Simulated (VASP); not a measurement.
Set up this calculation in VASP 6.6.1, as the native input.

* Task: single point
* Functional: PBE
* Potentials or basis: VASP PAW PBE potentials, release 64 (Mg)
* Cutoff: 520 eV
* k mesh: 36 × 36 × 36
* Occupations: fermi-dirac, width 0.0612256 eV
* Spin: no spin polarisation
* Dipole correction: no
* Further INCAR settings: ALGO = Normal; EDIFF = 1e-07; NBANDS = 7

The structure of Mg lies in POSCAR:

```
Mg
1.0
    3.0417556370      0.0000000000      0.0000000000
    0.0000000000      3.0417556370      0.0000000000
    0.0000000000      0.0000000000      3.0417556370
Mg
1
Direct
    0.0000000000      0.0000000000      0.0000000000
```

This isn't the form of Mg at room conditions, which is hcp.

One way to write it, as run:

INCAR

```
SYSTEM = Mg
ALGO = Normal
EDIFF = 1E-7
ENCUT = 520
GGA = PE
ISIF = 2
ISMEAR = -1
LASPH = .TRUE.
LCHARG = .TRUE.
LELF = .TRUE.
LREAL = .FALSE.
LVHAR = .TRUE.
LWAVE = .FALSE.
NBANDS = 7
NELM = 60
PREC = Accurate
SIGMA = 0.06122561905347299
```

KPOINTS

```
k-points
0
G
  36 36 36
  0 0 0
```

Potentials or basis: VASP PAW PBE potentials, release 64 (Mg).

The run is started by

```bash
$ cat potpaw_PBE.64/Mg/POTCAR > POTCAR
$ mpirun -np 1 vasp_std > vasp.out
```

It gave:

- Pressure: -0.5 GPa
- Band gap on the k mesh: zero (bands 1 and 2 overlap by 6.30 eV)

Wall time 66 s on 1 thread of Intel(R) Xeon(R) Platinum 8488C (Sapphire Rapids), on a shared host, peak memory 0.37 GiB.
